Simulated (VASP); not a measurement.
**CdS (Hawleyite): single point with PBE**

The system is CdS (Hawleyite).

```xyz
2
Lattice="0.0000 2.9165 2.8873 2.9165 0.0000 2.8873 2.9165 2.9165 0.0000" Properties=species:S:1:pos:R:3 pbc="T T T"
Cd    0.0000    0.0000    0.0000
S     1.4583    1.4583    1.4437
```

This cell differs from its parent crystal: z stretched by -1 %, then relaxed in part.

```
Program             : VASP 6.6.1
Task                : single point
Functional          : PBE
Potentials or basis : VASP PAW PBE potentials, release 64 (Cd, S)
Cutoff              : 520 eV
k mesh              : 13 × 13 × 13
Occupations         : fermi-dirac, width 0.02 eV
Spin                : no spin polarisation
```

- Pressure: 3.9 GPa
- Band gap on the k mesh: 1.15 eV, direct

Stress tensor (GPa, compression positive):
```
3.85 0.00 0.00
0.00 3.85 0.00
0.00 0.00 4.00
```

Levels at points of the mesh, in eV from the valence-band top:
| k point | band 5 | band 6 | band 7 | band 8 | band 9 | band 10 | band 11 | band 12 | band 13 | band 14 |
| --- | --- | --- | --- | --- | --- | --- | --- | --- | --- | --- |
| (0.00, 0.00, 0.00) | -7.29 | -7.29 | -0.03 | -0.03 | 0.00 | 1.15 | 6.52 | 6.52 | 6.53 | 11.41 |

Wall time 64 s on 1 thread of Intel(R) Xeon(R) 6975P-C (Granite Rapids) (shared host), peak memory 0.29 GiB.

Caveat: the cell differs from its parent crystal (z stretched by -1 %, then relaxed in part). A k mesh can miss the band edges.
